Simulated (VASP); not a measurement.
Here is a VASP 6.6.1 calculation.

File POSCAR:

```
Zn
1.0
   -1.5690370000      1.5690370000      1.5690370000
    1.5690370000     -1.5690370000      1.5690370000
    1.5690370000      1.5690370000     -1.5690370000
Zn
1
Direct
    0.0000000000      0.0000000000      0.0000000000
```

File INCAR.step1:

```
SYSTEM = Zn
PREC     = Accurate       ! precision mode
ENCUT    = 520            ! plane-wave cutoff, eV
EDIFF    = 1E-5           ! SCF threshold, eV
ISMEAR   = -1             ! smearing method
SIGMA    = 0.05           ! smearing width, eV
LREAL    = .False.        ! projectors in reciprocal space
LASPH    = .True.         ! aspherical terms in the spheres
NELM     = 60             ! most SCF steps
ALGO     = Normal         ! electronic algorithm
ISIF     = 2              ! what is computed and relaxed
LWAVE    = .True.         ! write WAVECAR
NBANDS   = 12             ! bands
GGA      = PE             ! functional
```

File INCAR.step2:

```
SYSTEM = Zn
PREC     = Accurate       ! precision mode
ENCUT    = 520            ! plane-wave cutoff, eV
EDIFF    = 1E-7           ! SCF threshold, eV
ISMEAR   = -1             ! smearing method
SIGMA    = 0.05           ! smearing width, eV
LREAL    = .False.        ! projectors in reciprocal space
LASPH    = .True.         ! aspherical terms in the spheres
NELM     = 60             ! most SCF steps
ALGO     = Normal         ! electronic algorithm
ISIF     = 2              ! what is computed and relaxed
LWAVE    = .False.        ! write WAVECAR
LCHARG   = .True.         ! write CHGCAR
GGA      = B3             ! functional
LHFCALC  = .True.         ! exact exchange
AEXX     = 0.2            ! exact-exchange fraction
AGGAX    = 0.72         
AGGAC    = 0.81         
ALDAC    = 0.19         
PRECFOCK = Normal       
LELF     = .True.         ! ELF
LVHAR    = .True.       
NBANDS   = 12             ! bands
ISTART   = 1
```

KPOINTS

```
regular mesh
0
Gamma
  6 6 6
  0 0 0
```

Potentials or basis: VASP PAW PBE potentials, release 64 (Zn).

Run with:

```bash
$ cat potpaw_PBE.64/Zn/POTCAR > POTCAR
$ cp INCAR.step1 INCAR
$ mpirun -np 1 vasp_std > vasp.out
$ cp INCAR.step2 INCAR
$ mpirun -np 1 vasp_std > vasp.out
```

**Question.** Estimate the pressure.

**Answer.** 4.2 GPa.

**Question.** What does it give for the band gap on the k mesh?

**Answer.** Zero (bands 6 and 7 overlap by 6.36 eV).

Caveat: the k points lie up to 0.47 Å⁻¹ apart, too coarse for converged energies and pressures of a metal; the PAW data sets were made with another functional, which shifts forces and pressure a little.
